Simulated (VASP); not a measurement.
Set up this calculation in VASP 6.6.1, as the native input.

```yaml
Task: single point
Functional: PBEsol
Potentials_or_basis: VASP PAW PBE potentials, release 64 (Zr_sv, Si)
Cutoff: 520 eV
k_mesh: 6 × 6 × 10
Occupations: gaussian, width 0.1 eV
Spin: no spin polarisation
Dipole_correction: no
Further_INCAR_settings: ALGO = Fast; EDIFF = 1e-06; NBANDS = 55
```

The structure of Zr3Si2 lies in POSCAR:

```
Zr3Si2
1.0
    6.9949220406      0.0000000000      0.0000000000
    0.0000000000      6.9949220406      0.0000000000
    0.0000000000      0.0000000000      3.6080458290
Zr Si
6 4
Direct
    0.1748109813      0.6748109813      0.5000000000
    0.8251890187      0.3251890187      0.5000000000
    0.3251890187      0.1748109813      0.5000000000
    0.6748109813      0.8251890187      0.5000000000
    0.0000000000      0.0000000000      0.0000000000
    0.5000000000      0.5000000000      0.0000000000
    0.6222769178      0.1222769178      0.0000000000
    0.3777230822      0.8777230822      0.0000000000
    0.8777230822      0.6222769178      0.0000000000
    0.1222769178      0.3777230822      0.0000000000
```

This cell differs from its parent crystal: equal strain along all axes, cell held: -1.0 %, then relaxed in part.

One way to write it, as run:

INCAR

```
ALGO = Fast
EDIFF = 1E-6
ENCUT = 520
GGA = PS
ISIF = 2
ISMEAR = 0
LASPH = True
LCHARG = False
LREAL = False
LWAVE = False
NBANDS = 55
NELM = 60
PREC = Accurate
SIGMA = 0.1
```

KPOINTS

```
k-points
0
Gamma
  6 6 10
```

Potentials or basis: VASP PAW PBE potentials, release 64 (Zr_sv, Si).

Command:

```sh
$ cat potpaw_PBE.64/Zr_sv/POTCAR potpaw_PBE.64/Si/POTCAR > POTCAR
$ mpirun -np 1 vasp_std > vasp.out
```

It gave:

- Pressure: 4.8 GPa
- Largest force: 0.014 eV/Å
- Band gap on the k mesh: zero (band 44 reaches 10.48 eV, above the bottom of band 45 at 9.31 eV)

Caveat: the cell differs from its parent crystal (equal strain along all axes, cell held: -1.0 %, then relaxed in part); the PAW data sets were made with another functional, which shifts forces and pressure a little.

Run time: 11 min on 1 thread of Intel(R) Xeon(R) 6975P-C (Granite Rapids) (shared host), peak memory 0.54 GiB.
